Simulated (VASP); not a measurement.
Write the native input for VASP 6.6.1 that does the following.

```
Task                   : single point
Functional             : PBEsol
Potentials or basis    : VASP PAW PBE potentials, release 64 (Rb_sv, Br)
Cutoff                 : 520 eV
k mesh                 : 6 × 6 × 6
Occupations            : gaussian, width 0.05 eV
Spin                   : no spin polarisation
Dipole correction      : no
Further INCAR settings : ALGO = Normal; EDIFF = 1e-07; NBANDS = 15
```

The structure of RbBr lies in POSCAR:

```
RbBr
1.0
    4.0160356082      0.0000000000      0.0000000000
    0.0000000000      4.0160356082      0.0000000000
    0.0000000000      0.0000000000      4.0701688540
Rb Br
1 1
Direct
   -0.0793829626      0.0000000000      0.0000000000
    0.5849104822      0.5000000000      0.5000000000
```

One way to write it, as run:

INCAR

```
  PREC = Accurate
  ENCUT = 520
  EDIFF = 1E-7
  ISMEAR = 0
  SIGMA = 0.05
  LREAL = F
  LASPH = T
  NELM = 100
  ALGO = Normal
  ISIF = 2
  LWAVE = F
  LCHARG = F
  GGA = PS
  NBANDS = 15
```

KPOINTS

```
regular mesh
0
Gamma
  6 6 6
```

Potentials or basis: VASP PAW PBE potentials, release 64 (Rb_sv, Br).

Run with:

```sh
$ cat potpaw_PBE.64/Rb_sv/POTCAR potpaw_PBE.64/Br/POTCAR > POTCAR
$ mpirun -np 1 vasp_std > vasp.out
```

Results of the run:

- Pressure: 3.2 GPa
- Largest force: 0.706 eV/Å
- Band gap on the k mesh: 4.15 eV, indirect (least direct gap 4.30 eV)

Caveat: the PAW data sets were made with another functional, which shifts forces and pressure a little.

It took 21 s on 1 thread of Intel(R) Xeon(R) 6975P-C (Granite Rapids), on a shared host, peak memory 0.2 GiB.
